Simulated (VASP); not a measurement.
# TaSi2 (P6_222) in VASP: notebook

The runs below take TaSi2 through single point, with PBEsol.

All numbers are computed with VASP 6.6.1; they aren't measurements. Logs are shortened: lines on timing, memory, paths and dates and some standing lists are left out, and cuts for length are marked.

**1. The cell of the first run**

Symmetry: P6_222, No. 180, hexagonal system. The conventional cell has a = 4.523 Å, b = 4.523 Å, c = 6.556 Å, α = 90.00°, β = 90.00°, γ = 120.00°. Within 3.4 Å of Ta (site symmetry 222) lie 10 Si at 2.56 to 2.67 Å and 4 Ta at 3.14 Å. Si (site symmetry 2) has 9 Si at 2.50 to 3.22 Å and 5 Ta at 2.56 to 2.67 Å within 3.3 Å.

**2. Single point, PBEsol (strain -0.050 along x and y, +0.000 along z)**

INCAR reads:

```
SYSTEM = TaSi2
ALGO = Normal
EDIFF = 1E-7
ENCUT = 520
GGA = PS
ISIF = 2
ISMEAR = 0
LASPH = .True.
LCHARG = .True.
LELF = .True.
LREAL = .False.
LVHAR = .True.
LWAVE = .False.
NBANDS = 38
NELM = 100
PREC = Accurate
SIGMA = 0.15
```

KPOINTS reads:

```
k-points
0
Gamma
  12 12 6
  0 0 0
```

POSCAR reads:

```
TaSi2
1.0
    4.5228165553      0.0000000000      0.0000000000
   -2.2614082776      3.9168740336      0.0000000000
    0.0000000000      0.0000000000      6.5557841497
Ta Si
3 6
Direct
    0.5000000000      0.0000000000      0.5000000000
    0.5000000000      0.5000000000      0.8333333333
    0.0000000000      0.5000000000      0.1666666667
    0.1592675430      0.3185350860      0.5000000000
    0.8407324570      0.1592675430      0.8333333333
    0.6814649140      0.8407324570      0.1666666667
    0.8407324570      0.6814649140      0.5000000000
    0.1592675430      0.8407324570      0.8333333333
    0.3185350860      0.1592675430      0.1666666667
```

Potentials or basis: VASP PAW PBE potentials, release 64 (Ta_pv, Si).

Command:

```bash
$ cat potpaw_PBE.64/Ta_pv/POTCAR potpaw_PBE.64/Si/POTCAR > POTCAR
$ mpirun -np 1 vasp_std > vasp.out
```

OUTCAR:

```text
SYSTEM = TaSi2
   EDIFF = 1E-7
   ENCUT = 520
   GGA = PS
   ISIF = 2
   ISMEAR = 0
   LASPH = .True.
   LREAL = .False.
   NELM = 100
   PREC = Accurate

 ion  position               nearest neighbor table
   1  0.500  0.000  0.500-   6 2.56   9 2.56   8 2.56   5 2.56   4 2.58   7 2.58   4 2.58   7 2.58
                             4 2.67   7 2.67   2 3.14   2 3.14   3 3.14   3 3.14
   2  0.500  0.500  0.833-   4 2.56   7 2.56   6 2.56   9 2.56   8 2.58   5 2.58   8 2.58   5 2.58
                             8 2.67   5 2.67   1 3.14   1 3.14   3 3.14   3 3.14
   3  0.000  0.500  0.167-   4 2.56   7 2.56   5 2.56   8 2.56   6 2.58   9 2.58   9 2.58   6 2.58
                             6 2.67   9 2.67   1 3.14   1 3.14   2 3.14   2 3.14
   4  0.159  0.319  0.500-   7 2.50   9 2.52   5 2.52   3 2.56   2 2.56   1 2.58   1 2.58   1 2.67
                             7 2.67   7 2.67   8 3.07   6 3.07
   5  0.841  0.159  0.833-   8 2.50   4 2.52   6 2.52   1 2.56   3 2.56   2 2.58   2 2.58   2 2.67
                             8 2.67   8 2.67   7 3.07   9 3.07
   6  0.681  0.841  0.167-   9 2.50   7 2.52   5 2.52   1 2.56   2 2.56   3 2.58   3 2.58   3 2.67
                             9 2.67   9 2.67   4 3.07   8 3.07
   7  0.841  0.681  0.500-   4 2.50   6 2.52   8 2.52   3 2.56   2 2.56   1 2.58   1 2.58   1 2.67
                             4 2.67   4 2.67   5 3.07   9 3.07
   8  0.159  0.841  0.833-   5 2.50   7 2.52   9 2.52   1 2.56   3 2.56   2 2.58   2 2.58   2 2.67
                             5 2.67   5 2.67   4 3.07   6 3.07
   9  0.319  0.159  0.167-   6 2.50   4 2.52   8 2.52   1 2.56   2 2.56   3 2.58   3 2.58   3 2.67
                             6 2.67   6 2.67   7 3.07   5 3.07

  LATTYP: Found a hexagonal cell.
 ALAT       =     4.5228165553
 C/A-ratio  =     1.4494914993

  Lattice vectors:

 A1 = (   4.5228165553,   0.0000000000,   0.0000000000)
 A2 = (  -2.2614082776,   3.9168740336,   0.0000000000)
 A3 = (   0.0000000000,   0.0000000000,   6.5557841497)

Analysis of symmetry for initial positions (statically):
=====================================================================
 Subroutine PRICEL returns:
 Original cell was already a primitive cell.

 Routine SETGRP: Setting up the symmetry group for a
 hexagonal supercell.

 Subroutine GETGRP returns: Found 12 space group operations
 (whereof  4 operations were pure point group operations)
 out of a pool of 24 trial point group operations.

The static configuration has the point symmetry D_2 .
 The point group associated with its full space group is D_6 .

Analysis of symmetry for dynamics (positions and initial velocities):
=====================================================================
 Subroutine PRICEL returns:
 Original cell was already a primitive cell.

 Routine SETGRP: Setting up the symmetry group for a
 hexagonal supercell.

 Subroutine GETGRP returns: Found 12 space group operations
 (whereof  4 operations were pure point group operations)
 out of a pool of 24 trial point group operations.

The dynamic configuration has the point symmetry D_2 .
 The point group associated with its full space group is D_6 .

 Subroutine INISYM returns: Found 12 space group operations
 (whereof  4 operations are pure point group operations),
 and found     1 'primitive' translations

----------------------------------------------------------------------------------------

                                     Primitive cell

  volume of cell :     116.1377

  direct lattice vectors                    reciprocal lattice vectors
     4.522816555  0.000000000  0.000000000     0.221101163  0.127652816  0.000000000
    -2.261408278  3.916874034  0.000000000     0.000000000  0.255305632  0.000000000
     0.000000000  0.000000000  6.555784150     0.000000000  0.000000000  0.152537054

  length of vectors
     4.522816555  4.522816555  6.555784150     0.255305632  0.255305632  0.152537054

  position of ions in fractional coordinates (direct lattice)
     0.500000000  0.000000000  0.500000000
     0.500000000  0.500000000  0.833333333
     0.000000000  0.500000000  0.166666667
     0.159267543  0.318535086  0.500000000
     0.840732457  0.159267543  0.833333333
     0.681464914  0.840732457  0.166666667
     0.840732457  0.681464914  0.500000000
     0.159267543  0.840732457  0.833333333
     0.318535086  0.159267543  0.166666667

  ion indices of the primitive-cell ions
   primitive index   ion index
                 1           1
                 2           2
                 3           3
                 4           4
                 5           5
                 6           6
                 7           7
                 8           8
                 9           9

----------------------------------------------------------------------------------------

 KPOINTS: k-points

Automatic generation of k-mesh.
 Grid dimensions read from file:
 generate k-points for:   12   12    6

 Generating k-lattice:

  Cartesian coordinates                     Fractional coordinates (reciprocal lattice)
     0.018425097  0.010637735  0.000000000     0.083333333  0.000000000  0.000000000
     0.000000000  0.021275469  0.000000000     0.000000000  0.083333333  0.000000000
     0.000000000  0.000000000  0.025422842     0.000000000  0.000000000  0.166666667

  Length of vectors
     0.021275469  0.021275469  0.025422842

  Shift w.r.t. Gamma in fractional coordinates (k-lattice)
     0.000000000  0.000000000  0.000000000

 Subroutine IBZKPT returns following result:
 ===========================================

 Found     76 irreducible k-points:

 Following reciprocal coordinates:
            Coordinates               Weight
  0.000000  0.000000  0.000000      1.000000
  0.083333  0.000000  0.000000      6.000000
  0.166667  0.000000  0.000000      6.000000
  0.250000  0.000000  0.000000      6.000000
  0.333333  0.000000  0.000000      6.000000
  0.416667  0.000000  0.000000      6.000000
[... 16 lines left out ...]
  0.250000  0.000000  0.166667     12.000000
  0.333333  0.000000  0.166667     12.000000
 [... further k-points ...]
   k-points           NKPTS =     76   k-points in BZ     NKDIM =     76   number of bands    NBANDS=     38
   number of dos      NEDOS =    301   number of ions     NIONS =      9
   total plane-waves  NPLWV =  64800
   dimension x,y,z NGX =    36 NGY =   36 NGZ =   50
   dimension x,y,z NGXF=    72 NGYF=   72 NGZF=  100
   ions per type =               3   6
   NGX,Y,Z   is equivalent  to a cutoff of  13.23, 13.23, 12.68 a.u.
   NGXF,Y,Z  is equivalent  to a cutoff of  26.47, 26.47, 25.36 a.u.
 SYSTEM =  TaSi2
   PREC   = accura    normal or accurate (medium, high low for compatibility)
   ISTART =      0    job   : 0-new  1-cont  2-samecut
   ICHARG =      2    charge: 1-file 2-atom 10-const
   ISPIN  =      1    spin polarized calculation?
   LNONCOLLINEAR =      F non collinear calculations
   LSORBIT =      F    spin-orbit coupling
   LASPH  =      T    aspherical Exc in radial PAW
   ENCUT  =  520.0 eV  38.22 Ry    6.18 a.u.   8.41  8.41 12.19*2*pi/ulx,y,z
   NELM   =    100;   NELMIN=  2; NELMDL= -5     # of ELM steps
   EDIFF  = 0.1E-06   stopping-criterion for ELM
   LREAL  =      F    real-space projection
   EDIFFG = 0.1E-05   stopping-criterion for IOM
   NSW    =      0    number of steps for IOM
   IBRION =     -1    ionic relax: 0-MD 1-quasi-New 2-CG
   NFREE  =      0    steps in history (QN), initial steepest desc. (CG)
   ISIF   =      2    stress and relaxation
   ISYM   =      2    0-nonsym 1-usesym 2-fastsym
   POTIM  = 0.5000    time-step for ionic-motion
   TEBEG  =    0.0;   TEEND  =   0.0 temperature during run
   PSTRESS=    0.0 pullay stress
   NELECT =      57.0000    total number of electrons
   NUPDOWN=      -1.0000    fix difference up-down
   EMIN   =  10.00;   EMAX   =-10.00  energy-range for DOS
   EFERMI =   0.00;   METHOD = LEGACY
   ISMEAR =     0;   SIGMA  =   0.15  broadening in eV -4-tet -1-fermi 0-gaus
   EFERMI_NEDOS =   21; number of points for ismear=-14 and -15
   IALGO  =     38    algorithm
   IMIX   =      4    mixing-type and parameters
     AMIX     =   0.40;   BMIX     =  1.00
     AMIX_MAG =   1.60;   BMIX_MAG =  1.00
  volume/ion in A,a.u.               =      12.90        87.08
  Fermi-wavevector in a.u.,A,eV,Ry     =   1.291344  2.440287 22.688668  1.667570
  Thomas-Fermi vector in A             =   2.423120
   LORBIT       =      0    0 simple, 1 ext, 2 COOP (PROOUT), +10 PAW based schemes
   GGA     = PS    functional components
   LHFCALC =     F    Hartree Fock is set to
   AEXX    =    0.0000 exact exchange contribution
   IVDW    =     0    specifies the selected vdW correction
   LEPSILON=     F    determine dielectric tensor
   LRPA    =     F    only Hartree local field effects (RPA)
 non-spin polarized calculation
 Gauss-broadening in eV      SIGMA  =   0.15
  energy-cutoff  :      520.00
  volume of cell :      116.14
 maximum number of plane-waves:      3180
 NGX is ok and might be reduce to    36
   NGX = 17   NGY = 17   NGZ = 25

 number of electron      56.9999998 magnetization

 Free energy of the ion-electron system (eV)
  ---------------------------------------------------
  ext. energy  EPLUGINS =         0.00000000
  ---------------------------------------------------
  free energy    TOTEN  =       -76.24796791 eV

  energy without entropy =      -76.20567134  energy(sigma->0) =      -76.22681962

 E-fermi :  10.5814     XC(G=0): -12.6821

 val. band max:       10.5735308930   @ k =   0.4167   0.1667   0.5000
 cond. band min:      10.5883290078   @ k =   0.2500   0.1667   0.1667
 fundamental gap:      0.0147981148
 Fermi energy:        10.5813994127

 k-point     1 :       0.0000    0.0000    0.0000
  band No.  band energies     occupation
      1     -23.4702      2.00000
      2     -23.4702      2.00000
      3     -23.4106      2.00000
      4     -23.3545      2.00000
      5     -23.3545      2.00000
      6     -23.2236      2.00000
[... 30 lines left out ...]
     37      15.0374      0.00000
     38      15.3312      0.00000
[... 941 lines left out ...]
     37      15.2103      0.00000
     38      15.4499      0.00000

 [... further k-points ...]

------------------------ aborting loop because EDIFF is reached ----------------------------------------

  FORCE on cell =-STRESS in cart. coord.  units (eV):
  Direction    XX          YY          ZZ          XY          YZ          ZX
  --------------------------------------------------------------------------------------
  -------------------------------------------------------------------------------------
  Total       22.6638007     22.6638007      9.2888010      0.0000000      0.0000000      0.0000000
  in kB      312.6584003    312.6584003    128.1436287      0.0000000      0.0000000      0.0000000
  external PRESSURE =     251.1534765 kB  Pullay stress =       0.0000000 kB

 VOLUME and BASIS-vectors are now :
 -----------------------------------------------------------------------------
  energy-cutoff  :      520.00
  volume of cell :      116.14
      direct lattice vectors                 reciprocal lattice vectors
     4.522816555  0.000000000  0.000000000     0.221101163  0.127652816  0.000000000
    -2.261408278  3.916874034  0.000000000     0.000000000  0.255305632  0.000000000
     0.000000000  0.000000000  6.555784150     0.000000000  0.000000000  0.152537054

 POSITION                                       TOTAL-FORCE (eV/Angst)
 -----------------------------------------------------------------------------------
      2.26141      0.00000      3.27789         0.000000     -0.000000     -0.000000
      1.13070      1.95844      5.46315         0.000000     -0.000000     -0.000000
     -1.13070      1.95844      1.09263        -0.000000     -0.000000      0.000000
      0.00000      1.24766      3.27789         0.000000      0.267766     -0.000000
      3.44231      0.62383      5.46315        -0.231892      0.133883     -0.000000
      1.18090      3.29304      1.09263        -0.231892     -0.133883     -0.000000
      2.26141      2.66921      3.27789        -0.000000     -0.267766     -0.000000
     -1.18090      3.29304      5.46315         0.231892     -0.133883     -0.000000
      1.08051      0.62383      1.09263         0.231892      0.133883     -0.000000
 -----------------------------------------------------------------------------------
    total drift:                                0.000000      0.000000      0.000000

  FREE ENERGIE OF THE ION-ELECTRON SYSTEM (eV)
  ---------------------------------------------------
  free  energy   TOTEN  =       -76.2479679057 eV

  energy  without entropy=      -76.2056713373  energy(sigma->0) =      -76.22681962
```

Wall time 4.8 min (1 thread of Intel Xeon Platinum 8375C at 2.90GHz (Ice Lake), shared host); peak memory 0.41 GiB.

What came out:

| Item | Value |
| --- | --- |
| Free energy | -76.2480 eV |
| Pressure | 25.1 GPa |
| Largest force | 0.268 eV/Å |
| Band gap on the k mesh | zero (an odd number of electrons rules out a gap without spin polarisation) |

Forces in eV/Å, atoms in the order of the input:
```
Ta   0.000  0.000  0.000
Ta   0.000  0.000  0.000
Ta   0.000  0.000  0.000
Si   0.000  0.268  0.000
Si  -0.232  0.134  0.000
Si  -0.232 -0.134  0.000
Si   0.000 -0.268  0.000
Si   0.232 -0.134  0.000
Si   0.232  0.134  0.000
```

Stress tensor (GPa, compression positive):
```
31.27  0.00  0.00
 0.00 31.27  0.00
 0.00  0.00 12.81
```

Caveat: the cell differs from its parent crystal (strain -0.050 along x and y, +0.000 along z); the cell stands under pressure; the PAW data sets were made with another functional, which shifts forces and pressure a little; spin-orbit coupling is left out, which moves the levels of the heavy elements.

**3. Single point, PBEsol (strain -0.025 along x and y, -0.050 along z)**

INCAR reads:

```
  PREC = Accurate
  ENCUT = 520
  EDIFF = 1E-6
  ISMEAR = 0
  SIGMA = 0.15
  LREAL = False
  LASPH = True
  NELM = 100
  ALGO = Normal
  ISIF = 2
  LWAVE = False
  LCHARG = True
  GGA = PS
  LELF = True
  LVHAR = True
  NBANDS = 38
```

KPOINTS reads:

```
Automatic mesh
0
Gamma
  12 12 6
```

POSCAR: that of step 2 with these lines changed.

```diff
@@ -2,5 +2,5 @@
 1.0
-    4.5228165553      0.0000000000      0.0000000000
-   -2.2614082776      3.9168740336      0.0000000000
-    0.0000000000      0.0000000000      6.5557841497
+    4.6418380436      0.0000000000      0.0000000000
+   -2.3209190218      4.0199496660      0.0000000000
+    0.0000000000      0.0000000000      6.2279949422
 Ta Si
```

Potentials or basis: VASP PAW PBE potentials, release 64 (Ta_pv, Si).

Command:

```bash
$ cat potpaw_PBE.64/Ta_pv/POTCAR potpaw_PBE.64/Si/POTCAR > POTCAR
$ mpirun -np 1 vasp_std > vasp.out
```

Wall time 4.1 min (1 thread of Intel Xeon Platinum 8375C at 2.90GHz (Ice Lake), shared host); peak memory 0.4 GiB.

Results (log left out):

```yaml
Free_energy: -76.2993 eV
Pressure: 26.6 GPa
Largest_force: 0.114 eV/Å
Band_gap_on_the_k_mesh: zero (an odd number of electrons rules out a gap without spin polarisation)
```

Forces on the atoms (eV/Å):
```
Ta   0.000  0.000  0.000
Ta   0.000  0.000  0.000
Ta   0.000  0.000  0.000
Si   0.000 -0.114  0.000
Si   0.099 -0.057  0.000
Si   0.099  0.057  0.000
Si   0.000  0.114  0.000
Si  -0.099  0.057  0.000
Si  -0.099 -0.057  0.000
```

Stress tensor (GPa, compression positive):
```
20.97  0.00  0.00
 0.00 20.97  0.00
 0.00  0.00 37.99
```

Levels at points of the mesh, in eV from the Fermi level:
| k point | band 26 | band 27 | band 28 | band 29 | band 30 | band 31 | band 32 | band 33 |
| --- | --- | --- | --- | --- | --- | --- | --- | --- |
| (0.00, 0.00, 0.00) | -2.51 | -2.51 | -2.51 | -1.54 | 0.79 | 3.21 | 3.21 | 3.79 |
| (0.50, 0.00, 0.00) | -1.31 | -0.86 | -0.13 | -0.03 | 0.90 | 1.50 | 1.62 | 2.43 |
| (0.00, 0.00, 0.50) | -2.03 | -1.91 | -1.91 | 1.45 | 1.45 | 3.34 | 3.34 | 3.70 |
| (0.50, 0.00, 0.50) | -2.22 | -1.79 | -0.82 | -0.41 | 1.72 | 2.22 | 2.79 | 2.82 |

Caveat: the cell differs from its parent crystal (strain -0.025 along x and y, -0.050 along z); the cell stands under pressure; the PAW data sets were made with another functional, which shifts forces and pressure a little; spin-orbit coupling is left out, which moves the levels of the heavy elements.

[end of part 1 of 2]
